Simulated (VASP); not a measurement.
# Ge (Fd-3m) in VASP: further runs

Ge is run at these levels: r2SCAN; tasks: single point, relaxation of cell and atoms.

All numbers are computed with VASP 6.6.1; they aren't measurements. Logs are shortened: lines on timing, memory, paths and dates and some standing lists are left out, and cuts for length are marked.

### 1 The cell of the first run

It takes space group Fd-3m (No. 227, cubic). Conventional cell: a = 5.732 Å, b = 5.732 Å, c = 5.732 Å, α = 90.00°, β = 90.00°, γ = 90.00°. Ge (site symmetry -43m) has 4 Ge at 2.48 Å within 3.3 Å.

### 2 Single point, r2SCAN

POSCAR

```
Ge
1.0
    2.8658316000      2.8658316000      0.0000000000
   -2.8658316000      2.8658316000      0.0000000000
    0.0000000000      2.8658316000      2.8658316000
Ge
2
Direct
    0.5000000000      0.5000000000      0.0000000000
    0.7500000000      0.2500000000      0.5000000000
```

INCAR.step1

```
  PREC = Accurate
  ENCUT = 520
  ISMEAR = 0
  SIGMA = 0.01
  LREAL = F
  LASPH = T
  NELM = 100
  NBANDS = 21
  GGA = PE
  ALGO = Normal
  EDIFF = 1E-4
  LWAVE = T
  LCHARG = F
```

INCAR.step2

```
  PREC = Accurate
  ENCUT = 520
  EDIFF = 1E-6
  ISMEAR = 0
  SIGMA = 0.01
  LREAL = F
  LASPH = T
  NELM = 100
  ALGO = Normal
  ISIF = 2
  LWAVE = F
  LCHARG = F
  METAGGA = R2SCAN
  LMIXTAU = T
  NBANDS = 21
  ISTART = 1
```

KPOINTS

```
regular mesh
0
Gamma
  12 12 12
```

Potentials or basis: VASP PAW PBE potentials, release 64 (Ge_d).

The run is started by

```sh
> cat potpaw_PBE.64/Ge_d/POTCAR > POTCAR
> cp INCAR.step1 INCAR
> mpirun -np 1 vasp_std > vasp.out
> cp INCAR.step2 INCAR
> mpirun -np 1 vasp_std > vasp.out
```

OUTCAR:

```text
PREC = Accurate
   ENCUT = 520
   EDIFF = 1E-6
   ISMEAR = 0
   LREAL = F
   LASPH = T
   NELM = 100
   ISIF = 2
   METAGGA = R2SCAN
   ISTART = 1

 ion  position               nearest neighbor table
   1  0.500  0.500  0.000-   2 2.48   2 2.48   2 2.48   2 2.48
   2  0.750  0.250  0.500-   1 2.48   1 2.48   1 2.48   1 2.48

  LATTYP: Found a face centered cubic cell.
 ALAT       =     5.7316632000

  Lattice vectors:

 A1 = (   0.0000000000,   2.8658316000,   2.8658316000)
 A2 = (   2.8658316000,   0.0000000000,   2.8658316000)
 A3 = (   2.8658316000,   2.8658316000,   0.0000000000)

Analysis of symmetry for initial positions (statically):
=====================================================================
 Subroutine PRICEL returns:
 Original cell was already a primitive cell.

 Routine SETGRP: Setting up the symmetry group for a
 face centered cubic supercell.

 Subroutine GETGRP returns: Found 48 space group operations
 (whereof 24 operations were pure point group operations)
 out of a pool of 48 trial point group operations.

The static configuration has the point symmetry T_d .
 The point group associated with its full space group is O_h .

Analysis of symmetry for dynamics (positions and initial velocities):
=====================================================================
 Subroutine PRICEL returns:
 Original cell was already a primitive cell.

 Routine SETGRP: Setting up the symmetry group for a
 face centered cubic supercell.

 Subroutine GETGRP returns: Found 48 space group operations
 (whereof 24 operations were pure point group operations)
 out of a pool of 48 trial point group operations.

The dynamic configuration has the point symmetry T_d .
 The point group associated with its full space group is O_h .

 Subroutine INISYM returns: Found 48 space group operations
 (whereof 24 operations are pure point group operations),
 and found     1 'primitive' translations

----------------------------------------------------------------------------------------

                                     Primitive cell

  volume of cell :      47.0741

  direct lattice vectors                    reciprocal lattice vectors
     2.865831600  2.865831600  0.000000000     0.174469428  0.174469428 -0.174469428
    -2.865831600  2.865831600  0.000000000    -0.174469428  0.174469428 -0.174469428
     0.000000000  2.865831600  2.865831600     0.000000000  0.000000000  0.348938856

  length of vectors
     4.052897916  4.052897916  4.052897916     0.302189914  0.302189914  0.348938856

  position of ions in fractional coordinates (direct lattice)
     0.500000000  0.500000000  0.000000000
     0.750000000  0.250000000  0.500000000

  ion indices of the primitive-cell ions
   primitive index   ion index
                 1           1
                 2           2

----------------------------------------------------------------------------------------

 KPOINTS: regular mesh

Automatic generation of k-mesh.
 Grid dimensions read from file:
 generate k-points for:   12   12   12

 Generating k-lattice:

  Cartesian coordinates                     Fractional coordinates (reciprocal lattice)
     0.014539119  0.014539119 -0.014539119     0.083333333  0.000000000  0.000000000
    -0.014539119  0.014539119 -0.014539119     0.000000000  0.083333333  0.000000000
     0.000000000  0.000000000  0.029078238     0.000000000  0.000000000  0.083333333

  Length of vectors
     0.025182493  0.025182493  0.029078238

  Shift w.r.t. Gamma in fractional coordinates (k-lattice)
     0.000000000  0.000000000  0.000000000

 Subroutine IBZKPT returns following result:
 ===========================================

 Found     72 irreducible k-points:

 Following reciprocal coordinates:
            Coordinates               Weight
  0.000000  0.000000  0.000000      1.000000
  0.083333  0.000000  0.000000      8.000000
  0.166667  0.000000  0.000000      8.000000
  0.250000  0.000000  0.000000      8.000000
  0.333333  0.000000  0.000000      8.000000
  0.416667  0.000000  0.000000      8.000000
[... 16 lines left out ...]
  0.500000  0.166667  0.000000     24.000000
 -0.416667  0.166667  0.000000     24.000000
 [... further k-points ...]
   k-points           NKPTS =     72   k-points in BZ     NKDIM =     72   number of bands    NBANDS=     21
   number of dos      NEDOS =    301   number of ions     NIONS =      2
   total plane-waves  NPLWV =  27000
   dimension x,y,z NGX =    30 NGY =   30 NGZ =   30
   dimension x,y,z NGXF=    60 NGYF=   60 NGZF=   60
   ions per type =               2
   NGX,Y,Z   is equivalent  to a cutoff of  12.31, 12.31, 12.31 a.u.
   NGXF,Y,Z  is equivalent  to a cutoff of  24.61, 24.61, 24.61 a.u.
 SYSTEM =  unknown system
   PREC   = accura    normal or accurate (medium, high low for compatibility)
   ISTART =      1    job   : 0-new  1-cont  2-samecut
   ICHARG =      0    charge: 1-file 2-atom 10-const
   ISPIN  =      1    spin polarized calculation?
   LNONCOLLINEAR =      F non collinear calculations
   LSORBIT =      F    spin-orbit coupling
   LASPH  =      T    aspherical Exc in radial PAW
   ENCUT  =  520.0 eV  38.22 Ry    6.18 a.u.   7.54  7.54  7.54*2*pi/ulx,y,z
   NELM   =    100;   NELMIN=  2; NELMDL=  0     # of ELM steps
   EDIFF  = 0.1E-05   stopping-criterion for ELM
   LREAL  =      F    real-space projection
   EDIFFG = 0.1E-04   stopping-criterion for IOM
   NSW    =      0    number of steps for IOM
   IBRION =     -1    ionic relax: 0-MD 1-quasi-New 2-CG
   NFREE  =      0    steps in history (QN), initial steepest desc. (CG)
   ISIF   =      2    stress and relaxation
   ISYM   =      2    0-nonsym 1-usesym 2-fastsym
   POTIM  = 0.5000    time-step for ionic-motion
   TEBEG  =    0.0;   TEEND  =   0.0 temperature during run
   PSTRESS=    0.0 pullay stress
   NELECT =      28.0000    total number of electrons
   NUPDOWN=      -1.0000    fix difference up-down
   EMIN   =  10.00;   EMAX   =-10.00  energy-range for DOS
   EFERMI =   0.00;   METHOD = LEGACY
   ISMEAR =     0;   SIGMA  =   0.01  broadening in eV -4-tet -1-fermi 0-gaus
   EFERMI_NEDOS =   21; number of points for ismear=-14 and -15
   IALGO  =     38    algorithm
   IMIX   =      4    mixing-type and parameters
     AMIX     =   0.40;   BMIX     =  1.00
     AMIX_MAG =   1.60;   BMIX_MAG =  1.00
  volume/ion in A,a.u.               =      23.54       158.84
  Fermi-wavevector in a.u.,A,eV,Ry     =   1.376787  2.601751 25.790431  1.895543
  Thomas-Fermi vector in A             =   2.502000
   LORBIT       =      0    0 simple, 1 ext, 2 COOP (PROOUT), +10 PAW based schemes
   METAGGA = R2SCAN    functional components
   LHFCALC =     F    Hartree Fock is set to
   AEXX    =    0.0000 exact exchange contribution
   IVDW    =     0    specifies the selected vdW correction
   LEPSILON=     F    determine dielectric tensor
   LRPA    =     F    only Hartree local field effects (RPA)
 non-spin polarized calculation
 Gauss-broadening in eV      SIGMA  =   0.01
  energy-cutoff  :      520.00
  volume of cell :       47.07
 maximum number of plane-waves:      1303
   NGX = 15   NGY = 15   NGZ = 15

 number of electron      27.9999990 magnetization

 Free energy of the ion-electron system (eV)
  ---------------------------------------------------
  ext. energy  EPLUGINS =         0.00000000
  ---------------------------------------------------
  free energy    TOTEN  =       -27.73652062 eV

  energy without entropy =      -27.73651992  energy(sigma->0) =      -27.73652027

 E-fermi :   4.4438     XC(G=0): -10.6179

 val. band max:        4.4257473221   @ k =   0.0000   0.0000   0.0000
 cond. band min:       4.4589319864   @ k =   0.0000   0.0000   0.0000
 fundamental gap:      0.0331846643
 Fermi energy:         4.4437514418

 k-point     1 :       0.0000    0.0000    0.0000
  band No.  band energies     occupation
      1     -21.0169      2.00000
      2     -21.0169      2.00000
      3     -21.0169      2.00000
      4     -20.9806      2.00000
      5     -20.9806      2.00000
      6     -20.7836      2.00000
[... 13 lines left out ...]
     20      14.2631      0.00000
     21      14.2631      0.00000

 k-point     2 :       0.0833    0.0000    0.0000
  band No.  band energies     occupation
      1     -21.0209      2.00000
      2     -21.0208      2.00000
      3     -21.0158      2.00000
      4     -20.9752      2.00000
      5     -20.9752      2.00000
      6     -20.7890      2.00000
[... 13 lines left out ...]
     20      13.7423      0.00000
     21      13.7423      0.00000

 k-point     3 :       0.1667    0.0000    0.0000
  band No.  band energies     occupation
      1     -21.0280      2.00000
      2     -21.0280      2.00000
      3     -21.0129      2.00000
      4     -20.9643      2.00000
      5     -20.9642      2.00000
      6     -20.7979      2.00000
[... 13 lines left out ...]
     20      13.1966      0.00000
     21      13.1966      0.00000

 k-point     4 :       0.2500    0.0000    0.0000
  band No.  band energies     occupation
      1     -21.0340      2.00000
      2     -21.0339      2.00000
      3     -21.0087      2.00000
      4     -20.9537      2.00000
      5     -20.9536      2.00000
      6     -20.8056      2.00000
[... 13 lines left out ...]
     20      13.1747      0.00000
     21      13.1747      0.00000

 k-point     5 :       0.3333    0.0000    0.0000
  band No.  band energies     occupation
      1     -21.0377      2.00000
      2     -21.0377      2.00000
      3     -21.0045      2.00000
      4     -20.9460      2.00000
      5     -20.9460      2.00000
      6     -20.8105      2.00000
[... 13 lines left out ...]
     20      13.8132      0.00000
     21      13.8132      0.00000
[... 382 lines left out ...]
     20      13.9717      0.00000
     21      15.9096      0.00000

 k-point    22 :       0.4167    0.1667    0.0000
  band No.  band energies     occupation
      1     -21.0558      2.00000
      2     -21.0456      2.00000
      3     -20.9790      2.00000
      4     -20.9291      2.00000
      5     -20.9220      2.00000
      6     -20.8367      2.00000
[... 13 lines left out ...]
     20      14.5210      0.00000
     21      15.2738      0.00000

 k-point    23 :       0.5000    0.1667    0.0000
  band No.  band energies     occupation
      1     -21.0556      2.00000
      2     -21.0433      2.00000
      3     -20.9843      2.00000
      4     -20.9280      2.00000
      5     -20.9205      2.00000
      6     -20.8493      2.00000
[... 13 lines left out ...]
     20      15.8882      0.00000
     21      16.1079      0.00000

 k-point    24 :      -0.4167    0.1667    0.0000
  band No.  band energies     occupation
      1     -21.0518      2.00000
      2     -21.0400      2.00000
      3     -20.9944      2.00000
      4     -20.9364      2.00000
      5     -20.9172      2.00000
      6     -20.8559      2.00000
[... 13 lines left out ...]
     20      14.9743      0.00000
     21      16.0212      0.00000

 [... further k-points ...]

------------------------ aborting loop because EDIFF is reached ----------------------------------------

  FORCE on cell =-STRESS in cart. coord.  units (eV):
  Direction    XX          YY          ZZ          XY          YZ          ZX
  --------------------------------------------------------------------------------------
  -------------------------------------------------------------------------------------
  Total       -0.5652207     -0.5652207     -0.5652207      0.0000000     -0.0000000      0.0000000
  in kB      -19.2374114    -19.2374114    -19.2374114      0.0000000     -0.0000000      0.0000000
  external PRESSURE =     -19.2374114 kB  Pullay stress =       0.0000000 kB

 VOLUME and BASIS-vectors are now :
 -----------------------------------------------------------------------------
  energy-cutoff  :      520.00
  volume of cell :       47.07
      direct lattice vectors                 reciprocal lattice vectors
     2.865831600  2.865831600  0.000000000     0.174469428  0.174469428 -0.174469428
    -2.865831600  2.865831600  0.000000000    -0.174469428  0.174469428 -0.174469428
     0.000000000  2.865831600  2.865831600     0.000000000  0.000000000  0.348938856

 POSITION                                       TOTAL-FORCE (eV/Angst)
 -----------------------------------------------------------------------------------
      0.00000      2.86583      0.00000        -0.000000     -0.000000     -0.000000
      1.43292      4.29875      1.43292         0.000000      0.000000      0.000000
 -----------------------------------------------------------------------------------
    total drift:                               -0.000000      0.000000     -0.000000

  FREE ENERGIE OF THE ION-ELECTRON SYSTEM (eV)
  ---------------------------------------------------
  free  energy   TOTEN  =       -27.7365206235 eV

  energy  without entropy=      -27.7365199237  energy(sigma->0) =      -27.73652027
```

It took 5.9 min on 1 thread of Intel Xeon 8259CL, shared host; peak memory 0.2 GiB.

What came out:

- Free energy: -27.7365 eV
- Pressure: -1.9 GPa
- Band gap on the k mesh: 0.03 eV

Caveat: semilocal functionals underestimate gaps, and a narrow one can read as zero; the PAW data sets were made with another functional, which shifts forces and pressure a little. A k mesh can miss the band edges.

### 3 Relaxation of cell and atoms, r2SCAN, target pressure 10 GPa, at which the enthalpy is minimised

This run uses another cell than the first one, of 22.85 Å³/atom.

POSCAR

```
Ge
1.0
    2.8377577931      2.8377577931      0.0000000000
   -2.8377577931      2.8377577931      0.0000000000
    0.0000000000      2.8377577931      2.8377577931
Ge
2
Direct
    0.5000000000      0.5000000000      0.0000000000
    0.7500000000      0.2500000000      0.5000000000
```

INCAR.step1

```
  ALGO = Normal
  EDIFF = 1E-4
  ENCUT = 600
  GGA = PE
  ISMEAR = 0
  LASPH = True
  LCHARG = False
  LREAL = False
  LWAVE = True
  NELM = 80
  PREC = Accurate
  SIGMA = 0.01
```

INCAR.step2

```
  ALGO = Normal
  EDIFF = 1E-6
  EDIFFG = -0.002
  ENCUT = 600
  IBRION = 2
  ISIF = 3
  ISMEAR = 0
  ISTART = 1
  LASPH = True
  LCHARG = False
  LMIXTAU = True
  LREAL = False
  LWAVE = False
  METAGGA = R2SCAN
  NELM = 80
  NSW = 100
  PREC = Accurate
  PSTRESS = 100.0
  SIGMA = 0.01
```

KPOINTS

```
k-points
0
Gamma
  12 12 12
```

Potentials or basis: VASP PAW PBE potentials, release 64 (Ge_d).

The run is started by

```sh
> cat potpaw_PBE.64/Ge_d/POTCAR > POTCAR
> cp INCAR.step1 INCAR
> mpirun -np 1 vasp_std > vasp.out
> cp INCAR.step2 INCAR
> mpirun -np 1 vasp_std > vasp.out
```

Run time: 16 min. Hardware: 1 thread of AMD EPYC 9R45 (Zen 5), shared host; peak memory 0.2 GiB.

It converged, with:

```yaml
Free_energy: -27.6135 eV
Relaxed_volume: 20.52 Å³/atom
Relaxed_cell: a = 3.872 Å, b = 3.872 Å, c = 3.872 Å, α = 60.00°, β = 60.00°, γ = 90.00°
Space_group_after_relaxing_to_0.1_Å: Fd-3m (No. 227)
Energy_change_on_relaxing_the_run_minimises_the_enthalpy: +66.2 meV/atom
Ionic_steps: 12
Pressure_after_relaxing: 10.0 GPa
Band_gap_on_the_k_mesh: 0.63 eV (least direct gap 1.38 eV)
```

The path:
```csv
step,energy change (eV),largest force (eV/Å),pressure (GPa),volume (Å³)
1,0.0000,0.0000,0.11,45.70
2,0.5549,0.0000,24.78,36.99
3,0.1281,0.0000,9.77,41.11
4,0.1336,0.0000,10.07,41.02
5,0.1304,0.0000,10.13,41.07
6,0.1211,0.0000,9.52,41.22
7,0.1285,0.0000,9.84,41.10
8,0.1295,0.0000,9.82,41.08
9,0.1301,0.0000,9.95,41.07
10,0.1301,0.0000,9.87,41.07
11,0.1303,0.0000,9.89,41.07
12,0.1324,0.0000,10.01,41.04
```

Final structure:
```
Ge
1.0
     2.73766    2.73766    0.00000
    -2.73766    2.73766    0.00000
     0.00000    2.73766    2.73766
Ge
2
Direct
  0.50000 0.50000 0.00000
  0.75000 0.25000 0.50000
```

Levels at points of the mesh, in eV from the valence-band top:
```tsv
k point	band 12	band 13	band 14	band 15	band 16	band 17
(0.00, 0.00, 0.00)	0.00	0.00	0.00	1.38	2.74	2.74
(0.50, 0.00, 0.00)	-8.40	-1.65	-1.65	0.79	4.03	4.03
(0.50, 0.50, 0.00)	-9.64	-3.61	-3.61	0.83	0.83	10.98
```

Caveat: the cell is relaxed towards a set pressure, so the run minimises the enthalpy, not the energy; semilocal functionals underestimate gaps, and a narrow one can read as zero; the PAW data sets were made with another functional, which shifts forces and pressure a little.

(Continued in part 2 of 2.)
